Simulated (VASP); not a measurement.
Runs of VASP 6.6.1 on Cu. The structure is that of space group P6_3/mmc (No. 194), or close to it. The cells are those of the table. This isn't the form of Cu at room conditions, which is fcc.

```tsv
cell	further INCAR settings	gap on the mesh (eV)	pressure (GPa)
a = 2.529, b = 2.529, c = 8.112 Å, angles 90.0, 90.0, 120.0°, 4 atoms	ALGO = Fast; EDIFF = 1e-07; NBANDS = 30	none	2.1
a = 2.501, b = 2.501, c = 8.482 Å, angles 90.0, 90.0, 120.0°, 4 atoms	ALGO = Fast; EDIFF = 1e-06; NBANDS = 30	none	-1.3
a = 2.520, b = 2.520, c = 8.235 Å, angles 90.0, 90.0, 120.0°, 4 atoms	ALGO = Fast; EDIFF = 1e-06; NBANDS = 30	none	0.7
a = 2.510, b = 2.510, c = 8.359 Å, angles 90.0, 90.0, 120.0°, 4 atoms	ALGO = Fast; EDIFF = 1e-06; NBANDS = 30	none	(a)
```

Alike in all rows: task single point; level PBEsol; potentials or basis VASP PAW PBE potentials, release 64 (Cu); no spin polarisation; k mesh 24 × 24 × 6; cutoff (eV) 520; smearing gaussian 0.1 eV.

Q: Estimate the missing entries.

A: (a) -0.3.

Caveats: the PAW data sets were made with another functional, which shifts forces and pressure a little; the stress differs along the axes, from -6 to 1 GPa (at least some runs).

A gap of «none» marks levels without a gap at the run's occupations.
